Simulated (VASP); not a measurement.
Input of a VASP 6.6.1 run:

File INCAR:

```
PREC     = Accurate       # precision mode
ENCUT    = 600            # plane-wave cutoff, eV
EDIFF    = 1E-7           # SCF threshold, eV
ISMEAR   = 0              # smearing method
SIGMA    = 0.1            # smearing width, eV
LREAL    = False          # projectors in reciprocal space
LASPH    = True           # aspherical terms in the spheres
NELM     = 120            # most SCF steps
ALGO     = Normal         # electronic algorithm
ISIF     = 3              # what is computed and relaxed
LWAVE    = False          # write WAVECAR
LCHARG   = False          # write CHGCAR
GGA      = CA             # functional
IBRION   = 2              # ionic algorithm
NSW      = 100            # ionic steps
EDIFFG   = -0.05          # ionic threshold
GGA_COMPAT= False        
NELMIN   = 4
```

Contents of KPOINTS:

```
Automatic mesh
0
Gamma
  10 10 10
```

Contents of POSCAR:

```
C
1.0
    0.0000000000      1.7834000000      1.7834000000
    1.7834000000      0.0000000000      1.7834000000
    1.7834000000      1.7834000000      0.0000000000
C
2
Direct
    0.5000000000      0.5000000000      0.5000000000
    0.7500000000      0.7500000000      0.7500000000
```

Potentials or basis: VASP PAW LDA potentials, release 64 (C).

Launch:

```sh
$ cat potpaw_LDA.64/C/POTCAR > POTCAR
$ mpirun -np 1 vasp_std > vasp.out
```

Task: What does it give for the space group after relaxing (to 0.05 Å)?

Result: Fd-3m (No. 227).

Task: Predict the relaxed cell.

Result: a = 2.499 Å, b = 2.499 Å, c = 2.499 Å, α = 60.00°, β = 60.00°, γ = 60.00°.

Task: Estimate the band gap on the k mesh.

Result: 4.20 eV, indirect (least direct gap 5.62 eV).

Task: Estimate the relaxed volume.

Result: 5.52 Å³/atom.

The path:
```tsv
step	energy change (eV)	largest force (eV/Å)	pressure (GPa)	volume (Å³)
1	0.0000	0.0000	-12.39	11.34
2	0.0090	0.0000	17.98	10.64
3	-0.0124	0.0000	-0.11	11.03
```

A k mesh can miss the band edges. LDA gaps usually lie below the measured ones, often by a third to a half.
